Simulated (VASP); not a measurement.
# GaGe3 (Fm-3m) in VASP: settings compared

The runs below take GaGe3 through single point, with PBE, LDA.

Program: VASP 6.6.1. These are calculated values, not measurements. Logs are shortened: lines on timing, memory, paths and dates and some standing lists are left out, and cuts for length are marked.

### Step 1. The cell of the first run

Symmetry: Fm-3m, No. 225, cubic system. The conventional cell has a = 6.863 Å, b = 6.863 Å, c = 6.863 Å, α = 90.00°, β = 90.00°, γ = 90.00°. Ge (site symmetry m-3m) has 8 Ge at 2.97 Å and 6 Ga at 3.43 Å within 3.9 Å. Within 3.9 Å of Ge (site symmetry -43m) lie 10 Ge at 2.97 to 3.43 Å and 4 Ga at 2.97 Å. Ga (site symmetry m-3m) has 14 Ge at 2.97 to 3.43 Å within 3.9 Å.

### Step 2. Single point, PBE

The input, INCAR:

```
SYSTEM = GaGe3
PREC = Accurate
ENCUT = 520
EDIFF = 1E-7
ISMEAR = -1
SIGMA = 0.05
LREAL = .False.
LASPH = .True.
NELM = 100
ALGO = Normal
ISIF = 2
LWAVE = .False.
LCHARG = .False.
GGA = PE
NBANDS = 36
```

The input, KPOINTS:

```
regular mesh
0
Gamma
  7 7 7
  0 0 0
```

The input, POSCAR:

```
GaGe3
1.0
    0.0000000000      3.4317400984      3.4317400984
    3.4317400984      0.0000000000      3.4317400984
    3.4317400984      3.4317400984      0.0000000000
Ge Ga
3 1
Direct
    0.5000000000      0.5000000000      0.5000000000
    0.7500000000      0.7500000000      0.7500000000
    0.2500000000      0.2500000000      0.2500000000
    0.0000000000      0.0000000000      0.0000000000
```

Potentials or basis: VASP PAW PBE potentials, release 64 (Ge_d, Ga_d).

Launch:

```console
> cat potpaw_PBE.64/Ge_d/POTCAR potpaw_PBE.64/Ga_d/POTCAR > POTCAR
> mpirun -np 1 vasp_std > vasp.out
```

OUTCAR:

```text
SYSTEM = GaGe3
   PREC = Accurate
   ENCUT = 520
   EDIFF = 1E-7
   ISMEAR = -1
   LREAL = .False.
   LASPH = .True.
   NELM = 100
   ISIF = 2
   GGA = PE

 ion  position               nearest neighbor table
   1  0.500  0.500  0.500-
   2  0.750  0.750  0.750-
   3  0.250  0.250  0.250-
   4  0.000  0.000  0.000-

  LATTYP: Found a face centered cubic cell.
 ALAT       =     6.8634801968

  Lattice vectors:

 A1 = (   0.0000000000,   3.4317400984,   3.4317400984)
 A2 = (   3.4317400984,   0.0000000000,   3.4317400984)
 A3 = (   3.4317400984,   3.4317400984,   0.0000000000)

Analysis of symmetry for initial positions (statically):
=====================================================================
 Subroutine PRICEL returns:
 Original cell was already a primitive cell.

 Routine SETGRP: Setting up the symmetry group for a
 face centered cubic supercell.

 Subroutine GETGRP returns: Found 48 space group operations
 (whereof 48 operations were pure point group operations)
 out of a pool of 48 trial point group operations.

The static configuration has the point symmetry O_h .

Analysis of symmetry for dynamics (positions and initial velocities):
=====================================================================
 Subroutine PRICEL returns:
 Original cell was already a primitive cell.

 Routine SETGRP: Setting up the symmetry group for a
 face centered cubic supercell.

 Subroutine GETGRP returns: Found 48 space group operations
 (whereof 48 operations were pure point group operations)
 out of a pool of 48 trial point group operations.

The dynamic configuration has the point symmetry O_h .

 Subroutine INISYM returns: Found 48 space group operations
 (whereof 48 operations are pure point group operations),
 and found     1 'primitive' translations

----------------------------------------------------------------------------------------

                                     Primitive cell

  volume of cell :      80.8301

  direct lattice vectors                    reciprocal lattice vectors
     0.000000000  3.431740098  3.431740098    -0.145698679  0.145698679  0.145698679
     3.431740098  0.000000000  3.431740098     0.145698679 -0.145698679  0.145698679
     3.431740098  3.431740098  0.000000000     0.145698679  0.145698679 -0.145698679

  length of vectors
     4.853213390  4.853213390  4.853213390     0.252357515  0.252357515  0.252357515

  position of ions in fractional coordinates (direct lattice)
     0.500000000  0.500000000  0.500000000
     0.750000000  0.750000000  0.750000000
     0.250000000  0.250000000  0.250000000
     0.000000000  0.000000000  0.000000000

  ion indices of the primitive-cell ions
   primitive index   ion index
                 1           1
                 2           2
                 3           3
                 4           4

----------------------------------------------------------------------------------------

 KPOINTS: regular mesh

Automatic generation of k-mesh.
 Grid dimensions read from file:
 generate k-points for:    7    7    7

 Generating k-lattice:

  Cartesian coordinates                     Fractional coordinates (reciprocal lattice)
    -0.020814097  0.020814097  0.020814097     0.142857143  0.000000000  0.000000000
     0.020814097 -0.020814097  0.020814097     0.000000000  0.142857143  0.000000000
     0.020814097  0.020814097 -0.020814097     0.000000000  0.000000000  0.142857143

  Length of vectors
     0.036051074  0.036051074  0.036051074

  Shift w.r.t. Gamma in fractional coordinates (k-lattice)
     0.000000000  0.000000000  0.000000000

 Subroutine IBZKPT returns following result:
 ===========================================

 Found     20 irreducible k-points:

 Following reciprocal coordinates:
            Coordinates               Weight
  0.000000  0.000000  0.000000      1.000000
  0.142857  0.000000  0.000000      8.000000
  0.285714  0.000000  0.000000      8.000000
  0.428571  0.000000  0.000000      8.000000
  0.142857  0.142857  0.000000      6.000000
  0.285714  0.142857  0.000000     24.000000
[... 12 lines left out ...]
 -0.428571  0.428571  0.142857     24.000000
 -0.285714  0.428571  0.142857     24.000000
   k-points           NKPTS =     20   k-points in BZ     NKDIM =     20   number of bands    NBANDS=     36
   number of dos      NEDOS =    301   number of ions     NIONS =      4
   total plane-waves  NPLWV =  46656
   dimension x,y,z NGX =    36 NGY =   36 NGZ =   36
   dimension x,y,z NGXF=    72 NGYF=   72 NGZF=   72
   ions per type =               3   1
   NGX,Y,Z   is equivalent  to a cutoff of  12.33, 12.33, 12.33 a.u.
   NGXF,Y,Z  is equivalent  to a cutoff of  24.66, 24.66, 24.66 a.u.
 SYSTEM =  GaGe3
   PREC   = accura    normal or accurate (medium, high low for compatibility)
   ISTART =      0    job   : 0-new  1-cont  2-samecut
   ICHARG =      2    charge: 1-file 2-atom 10-const
   ISPIN  =      1    spin polarized calculation?
   LNONCOLLINEAR =      F non collinear calculations
   LSORBIT =      F    spin-orbit coupling
   LASPH  =      T    aspherical Exc in radial PAW
   ENCUT  =  520.0 eV  38.22 Ry    6.18 a.u.   9.02  9.02  9.02*2*pi/ulx,y,z
   NELM   =    100;   NELMIN=  2; NELMDL= -5     # of ELM steps
   EDIFF  = 0.1E-06   stopping-criterion for ELM
   LREAL  =      F    real-space projection
   EDIFFG = 0.1E-05   stopping-criterion for IOM
   NSW    =      0    number of steps for IOM
   IBRION =     -1    ionic relax: 0-MD 1-quasi-New 2-CG
   NFREE  =      0    steps in history (QN), initial steepest desc. (CG)
   ISIF   =      2    stress and relaxation
   ISYM   =      2    0-nonsym 1-usesym 2-fastsym
   POTIM  = 0.5000    time-step for ionic-motion
   TEBEG  =    0.0;   TEEND  =   0.0 temperature during run
   PSTRESS=    0.0 pullay stress
   NELECT =      55.0000    total number of electrons
   NUPDOWN=      -1.0000    fix difference up-down
   EMIN   =  10.00;   EMAX   =-10.00  energy-range for DOS
   EFERMI =   0.00;   METHOD = LEGACY
   ISMEAR =    -1;   SIGMA  =   0.05  broadening in eV -4-tet -1-fermi 0-gaus
   EFERMI_NEDOS =   21; number of points for ismear=-14 and -15
   IALGO  =     38    algorithm
   IMIX   =      4    mixing-type and parameters
     AMIX     =   0.40;   BMIX     =  1.00
     AMIX_MAG =   1.60;   BMIX_MAG =  1.00
  volume/ion in A,a.u.               =      20.21       136.37
  Fermi-wavevector in a.u.,A,eV,Ry     =   1.439919  2.721052 28.209860  2.073366
  Thomas-Fermi vector in A             =   2.558721
   LORBIT       =      0    0 simple, 1 ext, 2 COOP (PROOUT), +10 PAW based schemes
   GGA     = PE    functional components
   LHFCALC =     F    Hartree Fock is set to
   AEXX    =    0.0000 exact exchange contribution
   IVDW    =     0    specifies the selected vdW correction
   LEPSILON=     F    determine dielectric tensor
   LRPA    =     F    only Hartree local field effects (RPA)
 non-spin polarized calculation
  energy-cutoff  :      520.00
  volume of cell :       80.83
 maximum number of plane-waves:      2197
   NGX = 17   NGY = 17   NGZ = 17

 number of electron      54.9999978 magnetization

 Free energy of the ion-electron system (eV)
  ---------------------------------------------------
  ext. energy  EPLUGINS =         0.00000000
  ---------------------------------------------------
  free energy    TOTEN  =       -15.49540808 eV

  energy without entropy =      -15.48426531  energy(sigma->0) =      -15.48983670

 E-fermi :   5.7185     XC(G=0): -10.8933

 val. band max:        5.6618510186   @ k =  -0.4286   0.1429   0.0000
 cond. band min:       5.7567709324   @ k =   0.4286   0.2857   0.0000
 fundamental gap:      0.0949199137
 Fermi energy:         5.7185112566

 k-point     1 :       0.0000    0.0000    0.0000
  band No.  band energies     occupation
      1     -18.9482      2.00000
      2     -18.9482      2.00000
      3     -18.9427      2.00000
      4     -18.9427      2.00000
      5     -18.9427      2.00000
      6     -18.9277      2.00000
[... 28 lines left out ...]
     35      10.5245      0.00000
     36      15.0753      0.00000

 k-point     2 :       0.1429    0.0000    0.0000
  band No.  band energies     occupation
      1     -18.9461      2.00000
      2     -18.9461      2.00000
      3     -18.9461      2.00000
      4     -18.9448      2.00000
      5     -18.9448      2.00000
      6     -18.9254      2.00000
[... 28 lines left out ...]
     35      11.3581      0.00000
     36      13.6146      0.00000

 k-point     3 :       0.2857    0.0000    0.0000
  band No.  band energies     occupation
      1     -18.9510      2.00000
      2     -18.9510      2.00000
      3     -18.9471      2.00000
      4     -18.9371      2.00000
      5     -18.9371      2.00000
      6     -18.9217      2.00000
[... 28 lines left out ...]
     35      13.0098      0.00000
     36      13.0098      0.00000

 k-point     4 :       0.4286    0.0000    0.0000
  band No.  band energies     occupation
      1     -18.9544      2.00000
      2     -18.9544      2.00000
      3     -18.9432      2.00000
      4     -18.9267      2.00000
      5     -18.9267      2.00000
      6     -18.9193      2.00000
[... 28 lines left out ...]
     35      11.3888      0.00000
     36      12.9278      0.00000

 k-point     5 :       0.1429    0.1429    0.0000
  band No.  band energies     occupation
      1     -18.9489      2.00000
      2     -18.9489      2.00000
      3     -18.9456      2.00000
      4     -18.9436      2.00000
      5     -18.9400      2.00000
      6     -18.9281      2.00000
[... 499 lines left out ...]
 k-point    18 :      -0.4286    0.2857    0.1429
  band No.  band energies     occupation
      1     -18.9552      2.00000
      2     -18.9524      2.00000
      3     -18.9444      2.00000
      4     -18.9310      2.00000
      5     -18.9285      2.00000
      6     -18.9219      2.00000
[... 28 lines left out ...]
     35      12.5938      0.00000
     36      13.0413      0.00000

 k-point    19 :      -0.4286    0.4286    0.1429
  band No.  band energies     occupation
      1     -18.9565      2.00000
      2     -18.9549      2.00000
      3     -18.9396      2.00000
      4     -18.9359      2.00000
      5     -18.9289      2.00000
      6     -18.9222      2.00000
[... 28 lines left out ...]
     35      12.2623      0.00000
     36      12.4732      0.00000

 k-point    20 :      -0.2857    0.4286    0.1429
  band No.  band energies     occupation
      1     -18.9559      2.00000
      2     -18.9498      2.00000
      3     -18.9468      2.00000
      4     -18.9325      2.00000
      5     -18.9267      2.00000
      6     -18.9231      2.00000
[... 28 lines left out ...]
     35      12.1847      0.00000
     36      12.4714      0.00000

------------------------ aborting loop because EDIFF is reached ----------------------------------------

  FORCE on cell =-STRESS in cart. coord.  units (eV):
  Direction    XX          YY          ZZ          XY          YZ          ZX
  --------------------------------------------------------------------------------------
  -------------------------------------------------------------------------------------
  Total       -1.3247685     -1.3247685     -1.3247685      0.0000000      0.0000000      0.0000000
  in kB      -26.2589541    -26.2589541    -26.2589541      0.0000000      0.0000000      0.0000000
  external PRESSURE =     -26.2589541 kB  Pullay stress =       0.0000000 kB

 VOLUME and BASIS-vectors are now :
 -----------------------------------------------------------------------------
  energy-cutoff  :      520.00
  volume of cell :       80.83
      direct lattice vectors                 reciprocal lattice vectors
     0.000000000  3.431740098  3.431740098    -0.145698679  0.145698679  0.145698679
     3.431740098  0.000000000  3.431740098     0.145698679 -0.145698679  0.145698679
     3.431740098  3.431740098  0.000000000     0.145698679  0.145698679 -0.145698679

 POSITION                                       TOTAL-FORCE (eV/Angst)
 -----------------------------------------------------------------------------------
      3.43174      3.43174      3.43174        -0.000000     -0.000000     -0.000000
      5.14761      5.14761      5.14761        -0.000000     -0.000000     -0.000000
      1.71587      1.71587      1.71587         0.000000      0.000000      0.000000
      0.00000      0.00000      0.00000        -0.000000     -0.000000     -0.000000
 -----------------------------------------------------------------------------------
    total drift:                                0.000000      0.000000      0.000000

  FREE ENERGIE OF THE ION-ELECTRON SYSTEM (eV)
  ---------------------------------------------------
  free  energy   TOTEN  =       -15.4954080796 eV

  energy  without entropy=      -15.4842653136  energy(sigma->0) =      -15.48983670
```

It took 36 s on 1 thread of AMD EPYC 9R45 (Zen 5), shared host; peak memory 0.19 GiB.

Results:

```yaml
Free_energy: -15.4954 eV
Pressure: -2.6 GPa
```

### Step 3. Single point, LDA

This run uses another cell than the first one, of 20.60 Å³/atom, 1.019 times its volume.

The input, INCAR:

```
SYSTEM = GaGe3
PREC = Accurate
ENCUT = 520
EDIFF = 1E-6
ISMEAR = -1
SIGMA = 0.05
LREAL = .FALSE.
LASPH = .TRUE.
NELM = 80
ALGO = Normal
ISIF = 2
LWAVE = .FALSE.
LCHARG = .FALSE.
GGA = CA
NBANDS = 36
```

The input, KPOINTS:

```
regular mesh
0
G
  7 7 7
  0 0 0
```

The input, POSCAR:

```
GaGe3
1.0
    0.0000000000      3.4535989049      3.4535989049
    3.4535989049      0.0000000000      3.4535989049
    3.4535989049      3.4535989049      0.0000000000
Ge Ga
3 1
Direct
    0.5000000000      0.5000000000      0.5000000000
    0.7500000000      0.7500000000      0.7500000000
    0.2500000000      0.2500000000      0.2500000000
    0.0000000000      0.0000000000      0.0000000000
```

Potentials or basis: VASP PAW LDA potentials, release 64 (Ge_d, Ga_d).

Launch:

```console
> cat potpaw_LDA.64/Ge_d/POTCAR potpaw_LDA.64/Ga_d/POTCAR > POTCAR
> mpirun -np 1 vasp_std > vasp.out
```

It took 31 s on 1 thread of AMD EPYC 9R45 (Zen 5), shared host; peak memory 0.16 GiB.

Results (log left out):

```yaml
Free_energy: -17.9856 eV
Pressure: -8.1 GPa
```

Levels at points of the mesh, in eV from the Fermi level:
```csv
k point,band 25,band 26,band 27,band 28,band 29,band 30,band 31,band 32
"(0.00, 0.00, 0.00)",-1.33,-1.33,-1.33,-1.05,-1.05,-1.05,0.36,0.36
```
